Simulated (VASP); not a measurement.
Set up this calculation in VASP 6.6.1, as the native input.

| Property | Result |
| --- | --- |
| Task | single point |
| Functional | PBEsol |
| Potentials or basis | VASP PAW PBE potentials, release 64 (N, B) |
| Cutoff | 520 eV |
| k mesh | 13 × 13 × 13 |
| Occupations | fermi-dirac, width 0.05 eV |
| Spin | no spin polarisation |
| Dipole correction | no |
| Further INCAR settings | ALGO = Normal; EDIFF = 1e-06; NBANDS = 11 |

The structure of BN lies in POSCAR:

```
BN
1.0
    0.0000000000      1.7759905947      1.7759905947
    1.7759905947      0.0000000000      1.7759905947
    1.7759905947      1.7759905947      0.0000000000
N B
1 1
Direct
    0.2500000000      0.2500000000      0.2500000000
    0.0000000000      0.0000000000      0.0000000000
```

This cell differs from its parent crystal: volume scaled by 0.94.

The input as run:

INCAR

```
ALGO = Normal ; EDIFF = 1E-6
ENCUT = 520 ; GGA = PS
ISIF = 2 ; ISMEAR = -1
LASPH = T ; LCHARG = F
LREAL = F ; LWAVE = F
NBANDS = 11 ; NELM = 100
PREC = Accurate ; SIGMA = 0.05
```

KPOINTS

```
k-points
0
Gamma
  13 13 13
```

Potentials or basis: VASP PAW PBE potentials, release 64 (N, B).

Launch:

```bash
$ cat potpaw_PBE.64/N/POTCAR potpaw_PBE.64/B/POTCAR > POTCAR
$ mpirun -np 1 vasp_std > vasp.out
```

Results of the run:

```yaml
Pressure: 19.6 GPa
Band_gap_on_the_k_mesh: 4.41 eV, indirect (least direct gap 9.01 eV)
```

Caveat: the PAW data sets were made with another functional, which shifts forces and pressure a little.

Wall time 5.6 s on 1 thread of AMD EPYC 9R45 96-Core Processor (Zen 5), on a shared host, peak memory 0.09 GiB.
